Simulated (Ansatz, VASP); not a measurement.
**Hf3GeRu in VASP and in Ansatz**

```
CELL_PARAMETERS angstrom
7.24868 0.00000 0.00000
-3.62434 6.27754 0.00000
0.00000 0.00000 4.57884
ATOMIC_POSITIONS crystal
Hf 0.19603 0.80397 0.26660
Hf 0.39206 0.19603 0.76660
Hf 0.19603 0.39206 0.26660
Hf 0.80397 0.19603 0.76660
Hf 0.60794 0.80397 0.26660
Hf 0.80397 0.60794 0.76660
Ge 0.00000 0.00000 0.01660
Ge 0.00000 0.00000 0.51660
Ru 0.33333 0.66667 0.76660
Ru 0.66667 0.33333 0.26660
```

Change from the starting cell: species swapped into the CsCrCl3 type (P6_3mc, No. 186).

Alike in both runs: functional PBE; k mesh 3 × 3 × 4; occupations gaussian, width 0.1 eV; no spin polarisation.

Ansatz relaxed the structure, and its values are those at the end. VASP's run is a single point on that final structure, the one shown.

|  | VASP | Ansatz |
| --- | --- | --- |
| version | VASP 6.6.1 | Ansatz 0.2.0 |
| potentials or method | VASP PAW PBE potentials, release 64 (Hf_pv, Ge_d, Ru_pv), cutoff 520 eV | scalar-relativistic, plane waves, PAW |
| valence electrons in the cell | 116 | 216 |

|  | VASP | Ansatz | Ansatz less VASP |
| --- | --- | --- | --- |
| gap on the k mesh at the Fermi level (eV) | none | none | - |
| pressure (GPa) | -0.6 | 0.0 | +0.55 |
| rms of the force components (eV/Å) | 0.016 | 0.003 | -0.0129 |

A gap of «none» marks a metal or a gap that the smearing closes. VASP's potentials hold 116 valence electrons a cell and Ansatz's 216, so a difference there can come from the potentials and not from the codes.

Neither program's run includes spin-orbit coupling.
